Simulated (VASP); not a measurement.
# AlPt (Pm-3m) in VASP: further runs, part 2 of 2

VASP 6.6.1. The steps go on from the part before.

## (4) Relaxation of cell and atoms, PBEsol

INCAR reads:

```
PREC = Accurate
ENCUT = 500
EDIFF = 1E-7
ISMEAR = -1
SIGMA = 0.05
LREAL = False
LASPH = True
NELM = 120
ALGO = Normal
ISIF = 3
LWAVE = False
LCHARG = False
GGA = PS
IBRION = 2
NSW = 32
EDIFFG = -0.005
GGA_COMPAT = False
NELMIN = 4
```

KPOINTS reads:

```
regular mesh
0
Gamma
  13 13 13
```

POSCAR reads:

```
AlPt
1.0
    3.0604204936      0.0000000000      0.0000000000
    0.0000000000      3.0604204936      0.0000000000
    0.0000000000      0.0000000000      3.0604204936
Al Pt
1 1
Direct
    0.0000000000      0.0000000000      0.0000000000
    0.5000000000      0.5000000000      0.5000000000
```

Run with:

```sh
$ cat potpaw_PBE.64/Al/POTCAR potpaw_PBE.64/Pt/POTCAR > POTCAR
$ mpirun -np 1 vasp_std > vasp.out
```

It took 50 s on 1 thread of Intel Xeon 8259CL, shared host; peak memory 0.16 GiB.

The run converged. Its results:

```
Free energy                            : -12.9397 eV
Relaxed volume                         : 14.33 Å³/atom
Relaxed cell                           : a = 3.060 Å, b = 3.060 Å, c = 3.060 Å, α = 90.00°, β = 90.00°, γ = 90.00°
Space group after relaxing (to 0.05 Å) : Pm-3m (No. 221)
Energy gained by relaxing              : 0.0 meV/atom
Ionic steps                            : 3
Pressure after relaxing                : 0.0 GPa
```

Final structure:
```cif
data_structure
_symmetry_space_group_name_H-M 'P 1'
_symmetry_Int_Tables_number 1
_cell_length_a 3.0601
_cell_length_b 3.0601
_cell_length_c 3.0601
_cell_angle_alpha 90.000
_cell_angle_beta 90.000
_cell_angle_gamma 90.000
_cell_volume 28.65
loop_
_atom_site_label
_atom_site_type_symbol
_atom_site_fract_x
_atom_site_fract_y
_atom_site_fract_z
_atom_site_occupancy
Al1 Al 0.00000 0.00000 0.00000 1
Pt1 Pt 0.50000 0.50000 0.50000 1
```

Levels at points of the mesh, in eV from the Fermi level:
| k point | band 3 | band 4 | band 5 | band 6 | band 7 | band 8 | band 9 | band 10 |
| --- | --- | --- | --- | --- | --- | --- | --- | --- |
| (0.00, 0.00, 0.00) | -5.82 | -2.70 | -2.70 | -2.70 | 3.90 | 3.90 | 3.90 | 9.15 |

Caveat: the PAW data sets were made with another functional, which shifts forces and pressure a little; spin-orbit coupling is left out, which moves the levels of the heavy elements.

## (5) Relaxation of cell and atoms, PBEsol

This run uses another cell than the first one, of 14.77 Å³/atom, 1.031 times its volume.

INCAR reads:

```
ALGO = Normal
EDIFF = 1E-7
EDIFFG = -0.005
ENCUT = 500
GGA = PS
GGA_COMPAT = F
IBRION = 2
ISIF = 3
ISMEAR = -1
LASPH = T
LCHARG = F
LREAL = F
LWAVE = F
NELM = 120
NELMIN = 4
NSW = 70
PREC = Accurate
SIGMA = 0.05
```

KPOINTS reads:

```
k-points
0
Gamma
  13 13 13
```

POSCAR reads:

```
AlPt
1.0
    3.0915460000      0.0000000000      0.0000000000
    0.0000000000      3.0915460000      0.0000000000
    0.0000000000      0.0000000000      3.0915460000
Al Pt
1 1
Direct
    0.0000000000      0.0000000000      0.0000000000
    0.5000000000      0.5000000000      0.5000000000
```

Potentials or basis: VASP PAW PBE potentials, release 64 (Al, Pt).

Run with:

```sh
$ cat potpaw_PBE.64/Al/POTCAR potpaw_PBE.64/Pt/POTCAR > POTCAR
$ mpirun -np 1 vasp_std > vasp.out
```

OUTCAR:

```text
EDIFF = 1E-7
   EDIFFG = -0.005
   ENCUT = 500
   GGA = PS
   IBRION = 2
   ISIF = 3
   ISMEAR = -1
   LASPH = T
   LREAL = F
   NELM = 120
   NELMIN = 4
   NSW = 70
   PREC = Accurate

 ion  position               nearest neighbor table
   1  0.000  0.000  0.000-   2 2.68   2 2.68   2 2.68   2 2.68   2 2.68   2 2.68   2 2.68   2 2.68

   2  0.500  0.500  0.500-   1 2.68   1 2.68   1 2.68   1 2.68   1 2.68   1 2.68   1 2.68   1 2.68

  LATTYP: Found a simple cubic cell.
 ALAT       =     3.0915460000

  Lattice vectors:

 A1 = (   3.0915460000,   0.0000000000,   0.0000000000)
 A2 = (   0.0000000000,   3.0915460000,   0.0000000000)
 A3 = (   0.0000000000,   0.0000000000,   3.0915460000)

Analysis of symmetry for initial positions (statically):
=====================================================================
 Subroutine PRICEL returns:
 Original cell was already a primitive cell.

 Routine SETGRP: Setting up the symmetry group for a
 simple cubic supercell.

 Subroutine GETGRP returns: Found 48 space group operations
 (whereof 48 operations were pure point group operations)
 out of a pool of 48 trial point group operations.

The static configuration has the point symmetry O_h .

Analysis of symmetry for dynamics (positions and initial velocities):
=====================================================================
 Subroutine PRICEL returns:
 Original cell was already a primitive cell.

 Routine SETGRP: Setting up the symmetry group for a
 simple cubic supercell.

 Subroutine GETGRP returns: Found 48 space group operations
 (whereof 48 operations were pure point group operations)
 out of a pool of 48 trial point group operations.

The dynamic configuration has the point symmetry O_h .

 Subroutine INISYM returns: Found 48 space group operations
 (whereof 48 operations are pure point group operations),
 and found     1 'primitive' translations

----------------------------------------------------------------------------------------

                                     Primitive cell

  volume of cell :      29.5479

  direct lattice vectors                    reciprocal lattice vectors
     3.091546000  0.000000000  0.000000000     0.323462759  0.000000000  0.000000000
     0.000000000  3.091546000  0.000000000     0.000000000  0.323462759  0.000000000
     0.000000000  0.000000000  3.091546000     0.000000000  0.000000000  0.323462759

  length of vectors
     3.091546000  3.091546000  3.091546000     0.323462759  0.323462759  0.323462759

  position of ions in fractional coordinates (direct lattice)
     0.000000000  0.000000000  0.000000000
     0.500000000  0.500000000  0.500000000

  ion indices of the primitive-cell ions
   primitive index   ion index
                 1           1
                 2           2

----------------------------------------------------------------------------------------

 KPOINTS: k-points

Automatic generation of k-mesh.
 Grid dimensions read from file:
 generate k-points for:   13   13   13

 Generating k-lattice:
[... 43 lines left out ...]
 [... further k-points ...]
   k-points           NKPTS =     84   k-points in BZ     NKDIM =     84   number of bands    NBANDS=     10
   number of dos      NEDOS =    301   number of ions     NIONS =      2
   total plane-waves  NPLWV =  13824
   dimension x,y,z NGX =    24 NGY =   24 NGZ =   24
   dimension x,y,z NGXF=    48 NGYF=   48 NGZF=   48
   ions per type =               1   1
   NGX,Y,Z   is equivalent  to a cutoff of  12.91, 12.91, 12.91 a.u.
   NGXF,Y,Z  is equivalent  to a cutoff of  25.81, 25.81, 25.81 a.u.
 SYSTEM =  unknown system
   PREC   = accura    normal or accurate (medium, high low for compatibility)
   ISTART =      0    job   : 0-new  1-cont  2-samecut
   ICHARG =      2    charge: 1-file 2-atom 10-const
   ISPIN  =      1    spin polarized calculation?
   LNONCOLLINEAR =      F non collinear calculations
   LSORBIT =      F    spin-orbit coupling
   LASPH  =      T    aspherical Exc in radial PAW
   ENCUT  =  500.0 eV  36.75 Ry    6.06 a.u.   5.64  5.64  5.64*2*pi/ulx,y,z
   NELM   =    120;   NELMIN=  4; NELMDL= -5     # of ELM steps
   EDIFF  = 0.1E-06   stopping-criterion for ELM
   LREAL  =      F    real-space projection
   EDIFFG = -.5E-02   stopping-criterion for IOM
   NSW    =     70    number of steps for IOM
   IBRION =      2    ionic relax: 0-MD 1-quasi-New 2-CG
   NFREE  =      1    steps in history (QN), initial steepest desc. (CG)
   ISIF   =      3    stress and relaxation
   ISYM   =      2    0-nonsym 1-usesym 2-fastsym
   POTIM  = 0.5000    time-step for ionic-motion
   TEBEG  =    0.0;   TEEND  =   0.0 temperature during run
   PSTRESS=    0.0 pullay stress
   NELECT =      13.0000    total number of electrons
   NUPDOWN=      -1.0000    fix difference up-down
   EMIN   =  10.00;   EMAX   =-10.00  energy-range for DOS
   EFERMI =   0.00;   METHOD = LEGACY
   ISMEAR =    -1;   SIGMA  =   0.05  broadening in eV -4-tet -1-fermi 0-gaus
   EFERMI_NEDOS =   21; number of points for ismear=-14 and -15
   IALGO  =     38    algorithm
   IMIX   =      4    mixing-type and parameters
     AMIX     =   0.40;   BMIX     =  1.00
     AMIX_MAG =   1.60;   BMIX_MAG =  1.00
  volume/ion in A,a.u.               =      14.77        99.70
  Fermi-wavevector in a.u.,A,eV,Ry     =   1.245127  2.352948 21.093665  1.550341
  Thomas-Fermi vector in A             =   2.379363
   LORBIT       =      0    0 simple, 1 ext, 2 COOP (PROOUT), +10 PAW based schemes
   GGA     = PS    functional components
   LHFCALC =     F    Hartree Fock is set to
   AEXX    =    0.0000 exact exchange contribution
   IVDW    =     0    specifies the selected vdW correction
   LEPSILON=     F    determine dielectric tensor
   LRPA    =     F    only Hartree local field effects (RPA)
 conjugate gradient relaxation of ions
 non-spin polarized calculation
  energy-cutoff  :      500.00
  volume of cell :       29.55
 maximum number of plane-waves:       761
 NGX is ok and might be reduce to    24
   NGX = 11   NGY = 11   NGZ = 11

--------------------------------------- Ionic step        1  -------------------------------------------

 number of electron      12.9999997 magnetization

 Free energy of the ion-electron system (eV)
  ---------------------------------------------------
  ext. energy  EPLUGINS =         0.00000000
  ---------------------------------------------------
  free energy    TOTEN  =       -12.92338012 eV

  energy without entropy =      -12.91850904  energy(sigma->0) =      -12.92094458

------------------------ aborting loop because EDIFF is reached ----------------------------------------

  FORCE on cell =-STRESS in cart. coord.  units (eV):
  Direction    XX          YY          ZZ          XY          YZ          ZX
  --------------------------------------------------------------------------------------
  -------------------------------------------------------------------------------------
  Total       -1.0698649     -1.0698649     -1.0698649      0.0000000      0.0000000     -0.0000000
  in kB      -58.0112693    -58.0112693    -58.0112693      0.0000000      0.0000000     -0.0000000
  external PRESSURE =     -58.0112693 kB  Pullay stress =       0.0000000 kB
[... 95 lines left out ...]
--------------------------------------- Ionic step        4  -------------------------------------------

 number of electron      12.9999997 magnetization

 Free energy of the ion-electron system (eV)
  ---------------------------------------------------
  ext. energy  EPLUGINS =         0.00000000
  ---------------------------------------------------
  free energy    TOTEN  =       -12.94004519 eV

  energy without entropy =      -12.93520005  energy(sigma->0) =      -12.93762262

 E-fermi :  11.1187     XC(G=0): -12.3525

 val. band max:       11.1052606022   @ k =   0.4615   0.3077   0.3077
 cond. band min:      11.1275929833   @ k =   0.3846   0.2308   0.1538
 fundamental gap:      0.0223323812
 Fermi energy:        11.1186518381

 k-point     1 :       0.0000    0.0000    0.0000
  band No.  band energies     occupation
      1      -0.7350      2.00000
      2       5.2930      2.00000
      3       5.2930      2.00000
      4       8.4139      2.00000
      5       8.4139      2.00000
      6       8.4139      2.00000
      7      15.0215      0.00000
      8      15.0215      0.00000
      9      15.0215      0.00000
     10      20.2710      0.00000
[... 287 lines left out ...]
 k-point    24 :       0.3846    0.3077    0.0000
  band No.  band energies     occupation
      1       2.9377      2.00000
      2       4.7246      2.00000
      3       6.7518      2.00000
      4       7.1725      2.00000
      5       7.2985      2.00000
      6       7.6246      2.00000
      7      10.7869      1.99737
      8      13.5024      0.00000
      9      16.6368      0.00000
     10      20.0535      0.00000

 [... further k-points ...]
[... 5 lines left out ...]
  --------------------------------------------------------------------------------------
  -------------------------------------------------------------------------------------
  Total        0.0071543      0.0071543      0.0071543     -0.0000000      0.0000000     -0.0000000
  in kB        0.4001032      0.4001032      0.4001032     -0.0000000      0.0000000     -0.0000000
  external PRESSURE =       0.4001032 kB  Pullay stress =       0.0000000 kB
[... 17 lines left out ...]
  FREE ENERGIE OF THE ION-ELECTRON SYSTEM (eV)
  ---------------------------------------------------
  free  energy   TOTEN  =       -12.9400451915 eV

  energy  without entropy=      -12.9352000478  energy(sigma->0) =      -12.93762262

 reached required accuracy - stopping structural energy minimisation
```

Run time: 72 s. Hardware: 1 thread of Intel Xeon 8259CL, shared host; peak memory 0.17 GiB.

What came out:

- Free energy: -12.9400 eV
- Relaxed volume: 14.32 Å³/atom
- Relaxed cell: a = 3.060 Å, b = 3.060 Å, c = 3.060 Å, α = 90.00°, β = 90.00°, γ = 90.00°
- Space group after relaxing (to 0.05 Å): Pm-3m (No. 221)
- Energy gained by relaxing: 8.3 meV/atom
- Ionic steps: 4
- Pressure after relaxing: 0.0 GPa

The path:
| step | energy change (eV) | largest force (eV/Å) | pressure (GPa) | volume (Å³) |
| --- | --- | --- | --- | --- |
| 1 | 0.0000 | 0.0000 | -5.80 | 29.55 |
| 2 | 0.0266 | 0.0000 | 10.86 | 27.32 |
| 3 | -0.0167 | 0.0000 | -0.08 | 28.67 |
| 4 | -0.0167 | 0.0000 | 0.04 | 28.65 |

Final structure:
```
CELL_PARAMETERS angstrom
3.05986 0.00000 0.00000
0.00000 3.05986 0.00000
0.00000 0.00000 3.05986
ATOMIC_POSITIONS crystal
Al 0.00000 0.00000 0.00000
Pt 0.50000 0.50000 0.50000
```

Levels at points of the mesh, in eV from the Fermi level:
```
           k point  band 2  band 3  band 4  band 5  band 6  band 7  band 8  band 9  band 10
(0.00, 0.00, 0.00)   -5.83   -5.83   -2.70   -2.70   -2.70    3.90    3.90    3.90     9.15
```

Caveat: the PAW data sets were made with another functional, which shifts forces and pressure a little; spin-orbit coupling is left out, which moves the levels of the heavy elements.

## (6) Overview

```tsv
task	cell	cutoff (eV)	gap on the mesh (eV)	pressure (GPa)	relaxed volume (Å³/atom)
single point	a = 3.060 Å, 2 atoms	520	none	-0.1	-
single point	a = 3.060 Å, 2 atoms	500	none	0.0	-
relaxation of cell and atoms	relaxed from a = 3.060 Å, 2 atoms	500	none	0.0	14.33
relaxation of cell and atoms	relaxed from a = 3.092 Å, 2 atoms	500	none	0.0	14.32
```

Alike in all rows: level PBEsol; potentials or basis VASP PAW PBE potentials, release 64 (Al, Pt); no spin polarisation; k mesh 13 × 13 × 13; smearing fermi-dirac 0.05 eV.

Caveats: the PAW data sets were made with another functional, which shifts forces and pressure a little; spin-orbit coupling is left out, which moves the levels of the heavy elements.

Absolute energies hang on the potentials; compare differences alone.
